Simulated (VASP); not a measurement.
# HfZn (Pm-3m) in VASP: a series of runs

The runs below take HfZn through relaxation of cell and atoms, with LDA.

All numbers are computed with VASP 6.6.1; they aren't measurements. Logs are shortened: lines on timing, memory, paths and dates and some standing lists are left out, and cuts for length are marked.

**1. The cell of the first run**

The structure is cubic, space group Pm-3m (No. 221). The conventional cell has a = 3.275 Å, b = 3.275 Å, c = 3.275 Å, α = 90.00°, β = 90.00°, γ = 90.00°. Within 3.7 Å of Hf (site symmetry m-3m) lie 8 Zn at 2.84 Å and 6 Hf at 3.28 Å. Zn (site symmetry m-3m) has 8 Hf at 2.84 Å and 6 Zn at 3.28 Å within 3.7 Å.

**2. Relaxation of cell and atoms, LDA**

File INCAR:

```
ALGO     = Normal         # electronic algorithm
EDIFF    = 1E-6           # SCF threshold, eV
EDIFFG   = -0.02          # ionic threshold
ENCUT    = 600            # plane-wave cutoff, eV
IBRION   = 2              # ionic algorithm
ISIF     = 3              # what is computed and relaxed
ISMEAR   = -1             # smearing method
LASPH    = True           # aspherical terms in the spheres
LCHARG   = False          # write CHGCAR
LREAL    = False          # projectors in reciprocal space
LWAVE    = False          # write WAVECAR
NELM     = 80             # most SCF steps
NSW      = 80             # ionic steps
PREC     = Accurate       # precision mode
SIGMA    = 0.1            # smearing width, eV
```

File KPOINTS:

```
k-points
0
Gamma
  8 8 8
```

File POSCAR:

```
HfZn
1.0
    3.2751048400      0.0000000000      0.0000000000
    0.0000000000      3.2751048400      0.0000000000
    0.0000000000      0.0000000000      3.2751048400
Hf Zn
1 1
Direct
    0.5000000000      0.5000000000      0.5000000000
    0.0000000000      0.0000000000      0.0000000000
```

Potentials or basis: VASP PAW LDA potentials, release 64 (Hf_pv, Zn).

The run is started by

```
$ cat potpaw_LDA.64/Hf_pv/POTCAR potpaw_LDA.64/Zn/POTCAR > POTCAR
$ mpirun -np 1 vasp_std > vasp.out
```

OUTCAR:

```text
EDIFF = 1E-6
   EDIFFG = -0.02
   ENCUT = 600
   IBRION = 2
   ISIF = 3
   ISMEAR = -1
   LASPH = True
   LREAL = False
   NELM = 80
   NSW = 80
   PREC = Accurate

 ion  position               nearest neighbor table
   1  0.500  0.500  0.500-   2 2.84   2 2.84   2 2.84   2 2.84   2 2.84   2 2.84   2 2.84   2 2.84

   2  0.000  0.000  0.000-   1 2.84   1 2.84   1 2.84   1 2.84   1 2.84   1 2.84   1 2.84   1 2.84

  LATTYP: Found a simple cubic cell.
 ALAT       =     3.2751048400

  Lattice vectors:

 A1 = (   3.2751048400,   0.0000000000,   0.0000000000)
 A2 = (   0.0000000000,   3.2751048400,   0.0000000000)
 A3 = (   0.0000000000,   0.0000000000,   3.2751048400)

Analysis of symmetry for initial positions (statically):
=====================================================================
 Subroutine PRICEL returns:
 Original cell was already a primitive cell.

 Routine SETGRP: Setting up the symmetry group for a
 simple cubic supercell.

 Subroutine GETGRP returns: Found 48 space group operations
 (whereof 48 operations were pure point group operations)
 out of a pool of 48 trial point group operations.

The static configuration has the point symmetry O_h .

Analysis of symmetry for dynamics (positions and initial velocities):
=====================================================================
 Subroutine PRICEL returns:
 Original cell was already a primitive cell.

 Routine SETGRP: Setting up the symmetry group for a
 simple cubic supercell.

 Subroutine GETGRP returns: Found 48 space group operations
 (whereof 48 operations were pure point group operations)
 out of a pool of 48 trial point group operations.

The dynamic configuration has the point symmetry O_h .

 Subroutine INISYM returns: Found 48 space group operations
 (whereof 48 operations are pure point group operations),
 and found     1 'primitive' translations

----------------------------------------------------------------------------------------

                                     Primitive cell

  volume of cell :      35.1298

  direct lattice vectors                    reciprocal lattice vectors
     3.275104840  0.000000000  0.000000000     0.305333737  0.000000000  0.000000000
     0.000000000  3.275104840  0.000000000     0.000000000  0.305333737  0.000000000
     0.000000000  0.000000000  3.275104840     0.000000000  0.000000000  0.305333737

  length of vectors
     3.275104840  3.275104840  3.275104840     0.305333737  0.305333737  0.305333737

  position of ions in fractional coordinates (direct lattice)
     0.500000000  0.500000000  0.500000000
     0.000000000  0.000000000  0.000000000

  ion indices of the primitive-cell ions
   primitive index   ion index
                 1           1
                 2           2

----------------------------------------------------------------------------------------

 KPOINTS: k-points

Automatic generation of k-mesh.
 Grid dimensions read from file:
 generate k-points for:    8    8    8

 Generating k-lattice:

  Cartesian coordinates                     Fractional coordinates (reciprocal lattice)
     0.038166717  0.000000000  0.000000000     0.125000000  0.000000000  0.000000000
     0.000000000  0.038166717  0.000000000     0.000000000  0.125000000  0.000000000
     0.000000000  0.000000000  0.038166717     0.000000000  0.000000000  0.125000000

  Length of vectors
     0.038166717  0.038166717  0.038166717

  Shift w.r.t. Gamma in fractional coordinates (k-lattice)
     0.000000000  0.000000000  0.000000000

 Subroutine IBZKPT returns following result:
 ===========================================

 Found     35 irreducible k-points:

 Following reciprocal coordinates:
            Coordinates               Weight
  0.000000  0.000000  0.000000      1.000000
  0.125000  0.000000  0.000000      6.000000
  0.250000  0.000000  0.000000      6.000000
  0.375000  0.000000  0.000000      6.000000
  0.500000  0.000000  0.000000      3.000000
  0.125000  0.125000  0.000000     12.000000
[... 16 lines left out ...]
[... 40 lines left out ...]
  Fermi-wavevector in a.u.,A,eV,Ry     =   1.400631  2.646810 26.691477  1.961768
  Thomas-Fermi vector in A             =   2.523573
   LORBIT       =      0    0 simple, 1 ext, 2 COOP (PROOUT), +10 PAW based schemes
   GGA     = CA    functional components
   LHFCALC =     F    Hartree Fock is set to
   AEXX    =    0.0000 exact exchange contribution
   IVDW    =     0    specifies the selected vdW correction
   LEPSILON=     F    determine dielectric tensor
   LRPA    =     F    only Hartree local field effects (RPA)
 conjugate gradient relaxation of ions
 non-spin polarized calculation
  energy-cutoff  :      600.00
  volume of cell :       35.13
 maximum number of plane-waves:      1208
 NGX is ok and might be reduce to    28
   NGX = 13   NGY = 13   NGZ = 13

--------------------------------------- Ionic step        1  -------------------------------------------

 number of electron      22.0000020 magnetization

 Free energy of the ion-electron system (eV)
  ---------------------------------------------------
  ext. energy  EPLUGINS =         0.00000000
  ---------------------------------------------------
  free energy    TOTEN  =       -13.01865607 eV

  energy without entropy =      -12.99784427  energy(sigma->0) =      -13.00825017

------------------------ aborting loop because EDIFF is reached ----------------------------------------

  FORCE on cell =-STRESS in cart. coord.  units (eV):
  Direction    XX          YY          ZZ          XY          YZ          ZX
  --------------------------------------------------------------------------------------
  -------------------------------------------------------------------------------------
  Total       -1.3193071     -1.3193071     -1.3193071      0.0000000     -0.0000000      0.0000000
  in kB      -60.1701162    -60.1701162    -60.1701162      0.0000000     -0.0000000      0.0000000
  external PRESSURE =     -60.1701162 kB  Pullay stress =       0.0000000 kB
[... 57 lines left out ...]
  energy  without entropy=      -12.9988303805  energy(sigma->0) =      -13.00735156

--------------------------------------- Ionic step        3  -------------------------------------------

 number of electron      22.0000000 magnetization

 Free energy of the ion-electron system (eV)
  ---------------------------------------------------
  ext. energy  EPLUGINS =         0.00000000
  ---------------------------------------------------
  free energy    TOTEN  =       -13.05120970 eV

  energy without entropy =      -13.03259235  energy(sigma->0) =      -13.04190102

 E-fermi :   4.6699     XC(G=0): -12.2291

 val. band max:        4.5662481019   @ k =   0.5000   0.1250   0.1250
 cond. band min:       4.7794629066   @ k =   0.5000   0.1250   0.1250
 fundamental gap:      0.2132148047
 Fermi energy:         4.6699109892

 k-point     1 :       0.0000    0.0000    0.0000
  band No.  band energies     occupation
      1     -25.6087      2.00000
      2     -25.6087      2.00000
      3     -25.6087      2.00000
      4      -4.5339      2.00000
      5      -3.1055      2.00000
      6      -3.1055      2.00000
      7      -2.6879      2.00000
      8      -2.6879      2.00000
      9      -2.6879      2.00000
     10       3.7713      1.99975
     11       3.7713      1.99975
     12       9.0692      0.00000
     13       9.0692      0.00000
     14       9.0692      0.00000
     15      10.3906      0.00000
[... 397 lines left out ...]
 k-point    24 :       0.5000    0.3750    0.1250
  band No.  band energies     occupation
      1     -25.9537      2.00000
      2     -25.8918      2.00000
      3     -25.5989      2.00000
      4      -3.1028      2.00000
      5      -2.9329      2.00000
      6      -2.8582      2.00000
      7      -2.8476      2.00000
      8      -2.4733      2.00000
      9       0.0268      2.00000
     10       2.5367      2.00000
     11       3.7041      1.99987
     12       5.0639      0.03816
     13       7.5731      0.00000
     14       7.6148      0.00000
     15      10.9062      0.00000

 [... further k-points ...]
[... 5 lines left out ...]
  --------------------------------------------------------------------------------------
  -------------------------------------------------------------------------------------
  Total       -0.0225384     -0.0225384     -0.0225384      0.0000000     -0.0000000     -0.0000000
  in kB       -1.0785311     -1.0785311     -1.0785311      0.0000000     -0.0000000     -0.0000000
  external PRESSURE =      -1.0785311 kB  Pullay stress =       0.0000000 kB
[... 17 lines left out ...]
  FREE ENERGIE OF THE ION-ELECTRON SYSTEM (eV)
  ---------------------------------------------------
  free  energy   TOTEN  =       -13.0512096950 eV

  energy  without entropy=      -13.0325923464  energy(sigma->0) =      -13.04190102

 reached required accuracy - stopping structural energy minimisation
```

It took 24 s on 1 thread of Intel Xeon 6975P-C (Granite Rapids), shared host; peak memory 0.16 GiB.

Results:

```yaml
Free_energy: -13.0512 eV
Relaxed_volume: 16.74 Å³/atom
Relaxed_cell: a = 3.223 Å, b = 3.223 Å, c = 3.223 Å, α = 90.00°, β = 90.00°, γ = 90.00°
Space_group_after_relaxing_to_0.05_Å: Pm-3m (No. 221)
Energy_gained_by_relaxing: 16.3 meV/atom
Ionic_steps: 3
Pressure_after_relaxing: -0.1 GPa
Band_gap_on_the_k_mesh: zero (band 11 reaches 4.80 eV, above the bottom of band 12 at 4.11 eV)
```

The path:
```
step  energy change (eV)  largest force (eV/Å)  pressure (GPa)  volume (Å³)
   1              0.0000                0.0000           -6.02        35.13
   2              0.0028                0.0000            7.48        31.88
   3             -0.0326                0.0000           -0.11        33.48
```

Final structure:
```
CELL_PARAMETERS angstrom
3.22305 0.00000 0.00000
0.00000 3.22305 0.00000
0.00000 0.00000 3.22305
ATOMIC_POSITIONS crystal
Hf 0.50000 0.50000 0.50000
Zn 0.00000 0.00000 0.00000
```

Caveat: spin-orbit coupling is left out, which moves the levels of the heavy elements.

**3. Relaxation of cell and atoms, LDA, target pressure 2 GPa, at which the enthalpy is minimised**

File INCAR:

```
PREC     = Accurate       # precision mode
ENCUT    = 600            # plane-wave cutoff, eV
EDIFF    = 1E-6           # SCF threshold, eV
ISMEAR   = -1             # smearing method
SIGMA    = 0.1            # smearing width, eV
LREAL    = F              # projectors in reciprocal space
LASPH    = T              # aspherical terms in the spheres
NELM     = 100            # most SCF steps
ALGO     = Normal         # electronic algorithm
ISIF     = 3              # what is computed and relaxed
LWAVE    = F              # write WAVECAR
LCHARG   = F              # write CHGCAR
IBRION   = 2              # ionic algorithm
NSW      = 80             # ionic steps
EDIFFG   = -0.02          # ionic threshold
PSTRESS  = 20.0
```

File KPOINTS:

```
regular mesh
0
Gamma
  8 8 8
```

POSCAR is that of step 2.

Potentials or basis: VASP PAW LDA potentials, release 64 (Hf_pv, Zn).

The run is started by

```
$ cat potpaw_LDA.64/Hf_pv/POTCAR potpaw_LDA.64/Zn/POTCAR > POTCAR
$ mpirun -np 1 vasp_std > vasp.out
```

It took 27 s on 1 thread of Intel Xeon 6975P-C (Granite Rapids), shared host; peak memory 0.17 GiB.

It converged, with:

| Property | Result |
| --- | --- |
| Free energy | -13.0486 eV |
| Relaxed volume | 16.51 Å³/atom |
| Relaxed cell | a = 3.208 Å, b = 3.208 Å, c = 3.208 Å, α = 90.00°, β = 90.00°, γ = 90.00° |
| Space group after relaxing (to 0.05 Å) | Pm-3m (No. 221) |
| Energy change on relaxing (the enthalpy is what falls) | -15.0 meV/atom |
| Ionic steps | 3 |
| Pressure after relaxing | 2.0 GPa |
| Band gap on the k mesh | zero (band 11 reaches 4.90 eV, above the bottom of band 12 at 4.22 eV) |

The path:
| step | energy change (eV) | largest force (eV/Å) | pressure (GPa) | volume (Å³) |
| --- | --- | --- | --- | --- |
| 1 | 0.0000 | 0.0000 | -6.02 | 35.13 |
| 2 | 0.0694 | 0.0000 | 13.41 | 30.85 |
| 3 | -0.0300 | 0.0000 | 1.97 | 33.03 |

Final structure:
```
Hf Zn
1.0
     3.20843    0.00000    0.00000
     0.00000    3.20843    0.00000
     0.00000    0.00000    3.20843
Hf Zn
1 1
Direct
  0.50000 0.50000 0.50000
  0.00000 0.00000 0.00000
```

Levels at points of the mesh, in eV from the Fermi level:
```
           k point  band 8  band 9  band 10  band 11  band 12  band 13  band 14  band 15
(0.00, 0.00, 0.00)   -7.39   -7.39    -0.91    -0.91     4.47     4.47     4.47     5.79
(0.50, 0.00, 0.00)   -7.33   -5.29    -4.62    -0.63     0.88     0.88     4.55     6.22
(0.50, 0.50, 0.00)   -7.11   -4.76    -0.77    -0.54    -0.54     2.65     2.65     6.26
(0.50, 0.50, 0.50)   -7.10   -3.14    -3.14    -3.14     0.62     6.13     6.13     6.13
```

Caveat: the cell is relaxed towards a set pressure, so the enthalpy falls and the energy may rise; spin-orbit coupling is left out, which moves the levels of the heavy elements.

**4. Relaxation of cell and atoms, LDA, target pressure 5 GPa, at which the enthalpy is minimised**

File INCAR:

```
ALGO = Normal
EDIFF = 1E-6
EDIFFG = -0.02
ENCUT = 600
IBRION = 2
ISIF = 3
ISMEAR = -1
LASPH = T
LCHARG = F
LREAL = F
LWAVE = F
NELM = 80
NSW = 80
PREC = Accurate
PSTRESS = 50.0
SIGMA = 0.1
```

File KPOINTS:

```
k-points
0
Gamma
  8 8 8
```

POSCAR is that of step 3.

The run is started by

```
$ cat potpaw_LDA.64/Hf_pv/POTCAR potpaw_LDA.64/Zn/POTCAR > POTCAR
$ mpirun -np 1 vasp_std > vasp.out
```

It took 29 s on 1 thread of Intel Xeon 6975P-C (Granite Rapids), shared host; peak memory 0.16 GiB.

Results (log left out):

```
Free energy                                            : -13.0349 eV
Relaxed volume                                         : 16.19 Å³/atom
Relaxed cell                                           : a = 3.187 Å, b = 3.187 Å, c = 3.187 Å, α = 90.00°, β = 90.00°, γ = 90.00°
Space group after relaxing (to 0.05 Å)                 : Pm-3m (No. 221)
Energy change on relaxing (the enthalpy is what falls) : -8.1 meV/atom
Ionic steps                                            : 4
Pressure after relaxing                                : 4.9 GPa
Band gap on the k mesh                                 : zero (band 11 reaches 5.06 eV, above the bottom of band 12 at 4.39 eV)
```

The path:
| step | energy change (eV) | largest force (eV/Å) | pressure (GPa) | volume (Å³) |
| --- | --- | --- | --- | --- |
| 1 | 0.0000 | 0.0000 | -6.02 | 35.13 |
| 2 | 0.2433 | 0.0000 | 23.78 | 29.34 |
| 3 | -0.0178 | 0.0000 | 4.73 | 32.43 |
| 4 | -0.0163 | 0.0000 | 4.93 | 32.38 |

Final structure:
```cif
data_structure
_symmetry_space_group_name_H-M 'P 1'
_symmetry_Int_Tables_number 1
_cell_length_a 3.1872
_cell_length_b 3.1872
_cell_length_c 3.1872
_cell_angle_alpha 90.000
_cell_angle_beta 90.000
_cell_angle_gamma 90.000
_cell_volume 32.38
loop_
_atom_site_label
_atom_site_type_symbol
_atom_site_fract_x
_atom_site_fract_y
_atom_site_fract_z
_atom_site_occupancy
Hf1 Hf 0.50000 0.50000 0.50000 1
Zn1 Zn 0.00000 0.00000 0.00000 1
```

Levels at points of the mesh, in eV from the Fermi level:
```tsv
k point	band 9	band 10	band 11	band 12	band 13	band 14
(0.00, 0.00, 0.00)	-7.43	-0.94	-0.94	4.58	4.58	4.58
(0.50, 0.00, 0.00)	-5.35	-4.62	-0.66	0.89	0.89	4.65
(0.50, 0.50, 0.00)	-4.81	-0.75	-0.52	-0.52	2.71	2.71
(0.50, 0.50, 0.50)	-3.22	-3.22	-3.22	0.68	6.29	6.29
```

Caveat: the cell is relaxed towards a set pressure, so the enthalpy falls and the energy may rise; spin-orbit coupling is left out, which moves the levels of the heavy elements.

**5. Relaxation of cell and atoms, LDA, target pressure 10 GPa, at which the enthalpy is minimised**

File INCAR:

```
SYSTEM = HfZn
  PREC = Accurate
  ENCUT = 600
  EDIFF = 1E-7
  ISMEAR = -1
  SIGMA = 0.1
  LREAL = .FALSE.
  LASPH = .TRUE.
  NELM = 80
  ALGO = Normal
  ISIF = 3
  LWAVE = .FALSE.
  LCHARG = .FALSE.
  IBRION = 2
  NSW = 80
  EDIFFG = -0.02
  PSTRESS = 100.0
```

File KPOINTS:

```
regular mesh
0
G
  8 8 8
  0 0 0
```

POSCAR is that of step 4.

The run is started by

```
$ cat potpaw_LDA.64/Hf_pv/POTCAR potpaw_LDA.64/Zn/POTCAR > POTCAR
$ mpirun -np 1 vasp_std > vasp.out
```

Wall time 36 s (1 thread of Intel Xeon 6975P-C (Granite Rapids), shared host); peak memory 0.17 GiB.

Results (log left out):

```
Free energy                                            : -12.9918 eV
Relaxed volume                                         : 15.72 Å³/atom
Relaxed cell                                           : a = 3.156 Å, b = 3.156 Å, c = 3.156 Å, α = 90.00°, β = 90.00°, γ = 90.00°
Space group after relaxing (to 0.05 Å)                 : Pm-3m (No. 221)
Energy change on relaxing (the enthalpy is what falls) : +13.4 meV/atom
Ionic steps                                            : 4
Pressure after relaxing                                : 9.9 GPa
Band gap on the k mesh                                 : zero (band 11 reaches 5.30 eV, above the bottom of band 12 at 4.65 eV)
```

Step by step:
```csv
step,energy change (eV),largest force (eV/Å),pressure (GPa),volume (Å³)
1,0.0000,0.0000,-6.02,35.13
2,0.7671,0.0000,47.25,26.93
3,0.0196,0.0000,9.19,31.56
4,0.0268,0.0000,9.86,31.44
```

Final structure:
```
Hf Zn
1.0
     3.15603    0.00000    0.00000
     0.00000    3.15603    0.00000
     0.00000    0.00000    3.15603
Hf Zn
1 1
Direct
  0.50000 0.50000 0.50000
  0.00000 0.00000 0.00000
```

Levels at points of the mesh, in eV from the Fermi level:
```csv
k point,band 9,band 10,band 11,band 12,band 13,band 14
"(0.00, 0.00, 0.00)",-7.50,-0.97,-0.97,4.74,4.74,4.74
"(0.50, 0.00, 0.00)",-5.45,-4.62,-0.71,0.89,0.89,4.81
"(0.50, 0.50, 0.00)",-4.89,-0.73,-0.49,-0.49,2.80,2.80
"(0.50, 0.50, 0.50)",-3.34,-3.34,-3.34,0.78,6.53,6.53
```

Caveat: the cell is relaxed towards a set pressure, so the enthalpy falls and the energy may rise; spin-orbit coupling is left out, which moves the levels of the heavy elements.

**6. Overview**

| cell | gap on the mesh (eV) | pressure (GPa) |
| --- | --- | --- |
| relaxed | none | -0.1 |
| relaxed to 2 GPa | none | 2.0 |
| relaxed to 5 GPa | none | 4.9 |
| relaxed to 10 GPa | none | 9.9 |

Alike in all rows: task relaxation of cell and atoms; level LDA; potentials or basis VASP PAW LDA potentials, release 64 (Hf_pv, Zn); no spin polarisation; k mesh 8 × 8 × 8; cutoff (eV) 600; smearing fermi-dirac 0.1 eV.

Caveats: spin-orbit coupling is left out, which moves the levels of the heavy elements; the cell is relaxed towards a set pressure, so the enthalpy falls and the energy may rise (some runs).

Total energies depend on the potentials used, so only differences within one code and one set of settings carry meaning.
